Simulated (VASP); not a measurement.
Rb, 2 atoms in the cell. The structure is cubic, space group Fd-3m (No. 227). The conventional cell has a = 8.531 Å, b = 8.531 Å, c = 8.531 Å, α = 90.00°, β = 90.00°, γ = 90.00°. Within 4.9 Å of Rb (site symmetry -43m) lie 4 Rb at 3.69 Å. This isn't the form of Rb at room conditions, which is bcc.

| Property | Result |
| --- | --- |
| Program | VASP 6.6.1 |
| Task | single point |
| Functional | PBE |
| Potentials or basis | VASP PAW PBE potentials, release 64 (Rb_sv) |
| Cutoff | 520 eV |
| k mesh | 7 × 7 × 7 |
| Occupations | fermi-dirac, width 0.08 eV |
| Spin | no spin polarisation |
| Dipole correction | no |
| Further INCAR settings | ALGO = Normal; EDIFF = 1e-07; NBANDS = 16 |

Potentials or basis: VASP PAW PBE potentials, release 64 (Rb_sv).

Launch:

```bash
$ cat potpaw_PBE.64/Rb_sv/POTCAR > POTCAR
$ mpirun -np 1 vasp_std > vasp.out
```

Hardware: 1 thread of Intel(R) Xeon(R) 6975P-C (Granite Rapids) (shared host).

How long does it take, and how much memory?

Run time: 32 s on 1 thread of Intel(R) Xeon(R) 6975P-C (Granite Rapids), on a shared host, peak memory 0.3 GiB. Counts: scf iterations 12, k points 20.
